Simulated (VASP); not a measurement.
# GaS (P6_3/mmc) in VASP: relaxation of cell and atoms with PBEsol

Aim: the relaxation of cell and atoms of GaS with PBEsol.

Program: VASP 6.6.1. These are calculated values, not measurements. Logs are shortened: lines on timing, memory, paths and dates and some standing lists are left out, and cuts for length are marked.

**1. The cell of the first run**

It takes space group P6_3/mmc (No. 194, hexagonal). Conventional cell: a = 3.585 Å, b = 3.585 Å, c = 15.500 Å, α = 90.00°, β = 90.00°, γ = 120.00°. Ga (site symmetry 3m) has 3 S at 2.34 Å and 1 Ga at 2.48 Å within 3.1 Å. S (site symmetry 3m) has 3 Ga at 2.34 Å within 3.1 Å.

**2. Relaxation of cell and atoms, PBEsol**

Input file INCAR:

```
SYSTEM = GaS
PREC = Accurate
ENCUT = 500
EDIFF = 1E-7
ISMEAR = 0
SIGMA = 0.02
LREAL = .False.
LASPH = .True.
NELM = 120
ALGO = Normal
ISIF = 3
LWAVE = .False.
LCHARG = .False.
GGA = PS
IBRION = 2
NSW = 100
EDIFFG = -0.005
GGA_COMPAT = .False.
NELMIN = 4
```

Input file KPOINTS:

```
Automatic mesh
0
Gamma
  12 12 2
  0 0 0
```

Input file POSCAR:

```
GaS
1.0
    3.5850000000      0.0000000000      0.0000000000
   -1.7925000000      3.1047010726      0.0000000000
    0.0000000000      0.0000000000     15.5000000000
Ga S
4 4
Direct
    0.3333333333      0.6666666667      0.1700000000
    0.6666666667      0.3333333333      0.6700000000
    0.3333333333      0.6666666667      0.3300000000
    0.6666666667      0.3333333333      0.8300000000
    0.3333333333      0.6666666667      0.6000000000
    0.6666666667      0.3333333333      0.1000000000
    0.3333333333      0.6666666667      0.9000000000
    0.6666666667      0.3333333333      0.4000000000
```

Potentials or basis: VASP PAW PBE potentials, release 64 (Ga_d, S).

Started as:

```bash
$ cat potpaw_PBE.64/Ga_d/POTCAR potpaw_PBE.64/S/POTCAR > POTCAR
$ mpirun -np 1 vasp_std > vasp.out
```

OUTCAR:

```text
SYSTEM = GaS
   PREC = Accurate
   ENCUT = 500
   EDIFF = 1E-7
   ISMEAR = 0
   LREAL = .False.
   LASPH = .True.
   NELM = 120
   ISIF = 3
   GGA = PS
   IBRION = 2
   NSW = 100
   EDIFFG = -0.005
   NELMIN = 4

 ion  position               nearest neighbor table
   1  0.333  0.667  0.170-   6 2.34   6 2.34   6 2.34   3 2.48
   2  0.667  0.333  0.670-   5 2.34   5 2.34   5 2.34   4 2.48
   3  0.333  0.667  0.330-   8 2.34   8 2.34   8 2.34   1 2.48
   4  0.667  0.333  0.830-   7 2.34   7 2.34   7 2.34   2 2.48
   5  0.333  0.667  0.600-   2 2.34   2 2.34   2 2.34
   6  0.667  0.333  0.100-   1 2.34   1 2.34   1 2.34
   7  0.333  0.667  0.900-   4 2.34   4 2.34   4 2.34
   8  0.667  0.333  0.400-   3 2.34   3 2.34   3 2.34

  LATTYP: Found a hexagonal cell.
 ALAT       =     3.5850000000
 C/A-ratio  =     4.3235704324

  Lattice vectors:

 A1 = (   3.5850000000,   0.0000000000,   0.0000000000)
 A2 = (  -1.7925000000,   3.1047010726,   0.0000000000)
 A3 = (   0.0000000000,   0.0000000000,  15.5000000000)

Analysis of symmetry for initial positions (statically):
=====================================================================
 Subroutine PRICEL returns:
 Original cell was already a primitive cell.

 Routine SETGRP: Setting up the symmetry group for a
 hexagonal supercell.

 Subroutine GETGRP returns: Found 24 space group operations
 (whereof 12 operations were pure point group operations)
 out of a pool of 24 trial point group operations.

The static configuration has the point symmetry D_3d.
 The point group associated with its full space group is D_6h.

Analysis of symmetry for dynamics (positions and initial velocities):
=====================================================================
 Subroutine PRICEL returns:
 Original cell was already a primitive cell.

 Routine SETGRP: Setting up the symmetry group for a
 hexagonal supercell.

 Subroutine GETGRP returns: Found 24 space group operations
 (whereof 12 operations were pure point group operations)
 out of a pool of 24 trial point group operations.

The dynamic configuration has the point symmetry D_3d.
 The point group associated with its full space group is D_6h.

 Subroutine INISYM returns: Found 24 space group operations
 (whereof 12 operations are pure point group operations),
 and found     1 'primitive' translations

----------------------------------------------------------------------------------------

                                     Primitive cell

  volume of cell :     172.5205

  direct lattice vectors                    reciprocal lattice vectors
     3.585000000  0.000000000  0.000000000     0.278940028  0.161046100  0.000000000
    -1.792500000  3.104701073  0.000000000     0.000000000  0.322092200  0.000000000
     0.000000000  0.000000000 15.500000000     0.000000000  0.000000000  0.064516129

  length of vectors
     3.585000000  3.585000000 15.500000000     0.322092200  0.322092200  0.064516129

  position of ions in fractional coordinates (direct lattice)
     0.333333333  0.666666667  0.170000000
     0.666666667  0.333333333  0.670000000
     0.333333333  0.666666667  0.330000000
     0.666666667  0.333333333  0.830000000
     0.333333333  0.666666667  0.600000000
     0.666666667  0.333333333  0.100000000
     0.333333333  0.666666667  0.900000000
     0.666666667  0.333333333  0.400000000

  ion indices of the primitive-cell ions
   primitive index   ion index
                 1           1
                 2           2
                 3           3
                 4           4
                 5           5
                 6           6
                 7           7
                 8           8

----------------------------------------------------------------------------------------

 KPOINTS: Automatic mesh

Automatic generation of k-mesh.
 Grid dimensions read from file:
 generate k-points for:   12   12    2

 Generating k-lattice:

  Cartesian coordinates                     Fractional coordinates (reciprocal lattice)
     0.023245002  0.013420508  0.000000000     0.083333333 -0.000000000  0.000000000
     0.000000000  0.026841017  0.000000000     0.000000000  0.083333333  0.000000000
     0.000000000  0.000000000  0.032258065     0.000000000  0.000000000  0.500000000

  Length of vectors
     0.026841017  0.026841017  0.032258065

  Shift w.r.t. Gamma in fractional coordinates (k-lattice)
     0.000000000  0.000000000  0.000000000

 Subroutine IBZKPT returns following result:
 ===========================================

 Found     38 irreducible k-points:

 Following reciprocal coordinates:
            Coordinates               Weight
  0.000000  0.000000  0.000000      1.000000
  0.083333  0.000000  0.000000      6.000000
  0.166667  0.000000  0.000000      6.000000
  0.250000  0.000000  0.000000      6.000000
  0.333333  0.000000  0.000000      6.000000
  0.416667  0.000000  0.000000      6.000000
[... 16 lines left out ...]
  0.250000  0.000000  0.500000      6.000000
  0.333333  0.000000  0.500000      6.000000
 [... further k-points ...]
   k-points           NKPTS =     38   k-points in BZ     NKDIM =     38   number of bands    NBANDS=     45
   number of dos      NEDOS =    301   number of ions     NIONS =      8
   total plane-waves  NPLWV =  94080
   dimension x,y,z NGX =    28 NGY =   28 NGZ =  120
   dimension x,y,z NGXF=    56 NGYF=   56 NGZF=  240
   ions per type =               4   4
   NGX,Y,Z   is equivalent  to a cutoff of  12.98, 12.98, 12.87 a.u.
   NGXF,Y,Z  is equivalent  to a cutoff of  25.97, 25.97, 25.74 a.u.
 SYSTEM =  GaS
   PREC   = accura    normal or accurate (medium, high low for compatibility)
   ISTART =      0    job   : 0-new  1-cont  2-samecut
   ICHARG =      2    charge: 1-file 2-atom 10-const
   ISPIN  =      1    spin polarized calculation?
   LNONCOLLINEAR =      F non collinear calculations
   LSORBIT =      F    spin-orbit coupling
   LASPH  =      T    aspherical Exc in radial PAW
   ENCUT  =  500.0 eV  36.75 Ry    6.06 a.u.   6.54  6.54 28.26*2*pi/ulx,y,z
   NELM   =    120;   NELMIN=  4; NELMDL= -5     # of ELM steps
   EDIFF  = 0.1E-06   stopping-criterion for ELM
   LREAL  =      F    real-space projection
   EDIFFG = -.5E-02   stopping-criterion for IOM
   NSW    =    100    number of steps for IOM
   IBRION =      2    ionic relax: 0-MD 1-quasi-New 2-CG
   NFREE  =      1    steps in history (QN), initial steepest desc. (CG)
   ISIF   =      3    stress and relaxation
   ISYM   =      2    0-nonsym 1-usesym 2-fastsym
   POTIM  = 0.5000    time-step for ionic-motion
   TEBEG  =    0.0;   TEEND  =   0.0 temperature during run
   PSTRESS=    0.0 pullay stress
   NELECT =      76.0000    total number of electrons
   NUPDOWN=      -1.0000    fix difference up-down
   EMIN   =  10.00;   EMAX   =-10.00  energy-range for DOS
   EFERMI =   0.00;   METHOD = LEGACY
   ISMEAR =     0;   SIGMA  =   0.02  broadening in eV -4-tet -1-fermi 0-gaus
   EFERMI_NEDOS =   21; number of points for ismear=-14 and -15
   IALGO  =     38    algorithm
   IMIX   =      4    mixing-type and parameters
     AMIX     =   0.40;   BMIX     =  1.00
     AMIX_MAG =   1.60;   BMIX_MAG =  1.00
  volume/ion in A,a.u.               =      21.57       145.53
  Fermi-wavevector in a.u.,A,eV,Ry     =   1.245659  2.353954 21.111700  1.551666
  Thomas-Fermi vector in A             =   2.379871
   LORBIT       =      0    0 simple, 1 ext, 2 COOP (PROOUT), +10 PAW based schemes
   GGA     = PS    functional components
   LHFCALC =     F    Hartree Fock is set to
   AEXX    =    0.0000 exact exchange contribution
   IVDW    =     0    specifies the selected vdW correction
   LEPSILON=     F    determine dielectric tensor
   LRPA    =     F    only Hartree local field effects (RPA)
 conjugate gradient relaxation of ions
 non-spin polarized calculation
 Gauss-broadening in eV      SIGMA  =   0.02
  energy-cutoff  :      500.00
  volume of cell :      172.52
 maximum number of plane-waves:      4437
 NGX is ok and might be reduce to    28
   NGX = 13   NGY = 13   NGZ = 57

--------------------------------------- Ionic step        1  -------------------------------------------

 number of electron      76.0000014 magnetization

 Free energy of the ion-electron system (eV)
  ---------------------------------------------------
  ext. energy  EPLUGINS =         0.00000000
  ---------------------------------------------------
  free energy    TOTEN  =       -36.16316066 eV

  energy without entropy =      -36.16316066  energy(sigma->0) =      -36.16316066

------------------------ aborting loop because EDIFF is reached ----------------------------------------

  FORCE on cell =-STRESS in cart. coord.  units (eV):
  Direction    XX          YY          ZZ          XY          YZ          ZX
  --------------------------------------------------------------------------------------
  -------------------------------------------------------------------------------------
  Total       -0.8777177     -0.8777177     -1.2878259      0.0000000      0.0000000      0.0000000
  in kB       -8.1512605     -8.1512605    -11.9598870      0.0000000      0.0000000      0.0000000
  external PRESSURE =      -9.4208027 kB  Pullay stress =       0.0000000 kB
[... 29 lines left out ...]
--------------------------------------- Ionic step        2  -------------------------------------------

 number of electron      76.0000041 magnetization

 E-fermi :   4.1424     XC(G=0):  -9.7796

 val. band max:        4.0513598958   @ k =   0.0000   0.0000   0.0000
 cond. band min:       5.5016316318   @ k =   0.5000   0.0000   0.0000
 fundamental gap:      1.4502717360
 Fermi energy:         4.1423500718

 k-point     1 :       0.0000    0.0000    0.0000
  band No.  band energies     occupation
      1     -10.9393      2.00000
      2     -10.9332      2.00000
      3     -10.7933      2.00000
      4     -10.7933      2.00000
      5     -10.7931      2.00000
      6     -10.7931      2.00000
[... 1220 lines left out ...]
  FREE ENERGIE OF THE ION-ELECTRON SYSTEM (eV)
  ---------------------------------------------------
  free  energy   TOTEN  =       -36.1770932644 eV

  energy  without entropy=      -36.1770932644  energy(sigma->0) =      -36.17709326

[... ionic steps 4 to 15 ...]

--------------------------------------- Ionic step       16  -------------------------------------------

 number of electron      76.0000029 magnetization

------------------------ aborting loop because EDIFF is reached ----------------------------------------
[... 79 lines left out ...]
--------------------------------------- Ionic step       18  -------------------------------------------

 number of electron      76.0000028 magnetization

 Free energy of the ion-electron system (eV)
  ---------------------------------------------------
  ext. energy  EPLUGINS =         0.00000000
  ---------------------------------------------------
  free energy    TOTEN  =       -36.19205282 eV

  energy without entropy =      -36.19205282  energy(sigma->0) =      -36.19205282

 E-fermi :   3.6053     XC(G=0):  -9.5577

 val. band max:        3.5174708762   @ k =   0.0000   0.0000   0.0000
 cond. band min:       5.2269712177   @ k =   0.5000   0.0000   0.0000
 fundamental gap:      1.7095003415
 Fermi energy:         3.6053417467

 k-point     1 :       0.0000    0.0000    0.0000
  band No.  band energies     occupation
      1     -11.2673      2.00000
      2     -11.2642      2.00000
      3     -11.1239      2.00000
      4     -11.1239      2.00000
      5     -11.1239      2.00000
      6     -11.1239      2.00000
[... 1178 lines left out ...]
  FREE ENERGIE OF THE ION-ELECTRON SYSTEM (eV)
  ---------------------------------------------------
  free  energy   TOTEN  =       -36.1920528204 eV

  energy  without entropy=      -36.1920528204  energy(sigma->0) =      -36.19205282

 reached required accuracy - stopping structural energy minimisation
```

Wall time 33 min (1 thread of Intel Xeon 6975P-C (Granite Rapids), shared host); peak memory 0.43 GiB.

What came out:

```yaml
Free_energy: -36.1921 eV
Relaxed_volume: 21.93 Å³/atom
Relaxed_cell: a = 3.566 Å, b = 3.566 Å, c = 15.924 Å, α = 90.00°, β = 90.00°, γ = 120.00°
Space_group_after_relaxing_to_0.1_Å: P6_3/mmc (No. 194)
Energy_gained_by_relaxing: 3.6 meV/atom
Ionic_steps: 18
Pressure_after_relaxing: 0.0 GPa
Largest_force_after_relaxing: 0.004 eV/Å
Band_gap_on_the_k_mesh: 1.71 eV (least direct gap 1.89 eV)
```

Forces on the atoms (eV/Å):
```
Ga   0.000  0.000  0.004
Ga   0.000  0.000  0.004
Ga   0.000  0.000 -0.004
Ga   0.000  0.000 -0.004
S    0.000  0.000  0.001
S    0.000  0.000  0.001
S    0.000  0.000 -0.001
S    0.000  0.000 -0.001
```

Step by step:
```tsv
step	energy change (eV)	largest force (eV/Å)	pressure (GPa)	volume (Å³)
1	0.0000	0.2154	-0.94	172.52
2	-0.0137	0.0861	0.35	169.37
3	-0.0139	0.1009	0.21	169.70
4	-0.0155	0.0675	0.03	170.08
5	-0.0156	0.0727	0.01	170.11
6	-0.0174	0.0740	0.02	170.38
7	-0.0210	0.0785	0.05	171.13
8	-0.0222	0.0917	0.10	172.62
9	-0.0227	0.0866	0.05	172.16
10	-0.0243	0.0696	0.09	172.52
11	-0.0276	0.0186	0.17	173.60
12	-0.0265	0.0813	0.35	175.76
13	-0.0283	0.0256	0.22	174.52
14	-0.0287	0.0164	-0.10	175.76
15	-0.0288	0.0119	-0.01	175.37
16	-0.0289	0.0111	-0.01	175.43
17	-0.0289	0.0098	-0.01	175.43
18	-0.0289	0.0044	0.00	175.40
```

Final structure:
```xyz
8
Lattice="3.5664 0.0000 0.0000 -1.7832 3.0886 0.0000 0.0000 0.0000 15.9238" Properties=species:S:1:pos:R:3 pbc="T T T"
Ga    0.0000    2.0591    2.7629
Ga    1.7832    1.0295   10.7248
Ga    0.0000    2.0591    5.1990
Ga    1.7832    1.0295   13.1609
S     0.0000    2.0591    9.6379
S     1.7832    1.0295    1.6760
S     0.0000    2.0591   14.2477
S     1.7832    1.0295    6.2859
```

Caveat: the PAW data sets were made with another functional, which shifts forces and pressure a little; this functional lacks dispersion, which binds the layers, so the pressure and a relaxed spacing across them are unreliable. A k mesh can miss the band edges.
